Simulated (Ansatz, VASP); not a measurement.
# Two plane-wave programs on BiH

```
Bi H
1.0
     3.71772    0.00000    0.00000
    -1.85886    3.21964    0.00000
     0.00000    0.00000    5.66854
Bi H
2 2
Cartesian
  0.0000 2.1464 4.2514
  1.8589 1.0732 1.4171
  0.0000 0.0000 0.0000
  0.0000 0.0000 2.8343
```

Alike in both runs: task relaxation of cell and atoms; functional PBE; k mesh 15 × 15 × 8; occupations gaussian, width 0.1 eV; no spin polarisation.

|  | VASP | Ansatz |
| --- | --- | --- |
| version | VASP 6.6.1 | Ansatz 0.2.0 |
| potentials or method | VASP PAW PBE potentials, release 64 (Bi_d, H), cutoff 600 eV | scalar-relativistic, plane waves, PAW |
| valence electrons in the cell | 32 | 32 |

VASP gave:

| Item | Value |
| --- | --- |
| gap on the k mesh at the Fermi level, each at its own relaxed structure (eV) | none |
| relaxed volume (Å³/atom) | 16.93 |
| relaxed cell length with the largest relative difference (Å) | 5.769 |

Problem. Estimate Ansatz's values.

Solution. gap on the k mesh at the Fermi level, each at its own relaxed structure (eV): none; relaxed volume (Å³/atom): 16.92; relaxed cell length with the largest relative difference (Å): 5.783.

A gap of «none» marks a metal or a gap that the smearing closes.

Neither program's run includes spin-orbit coupling.
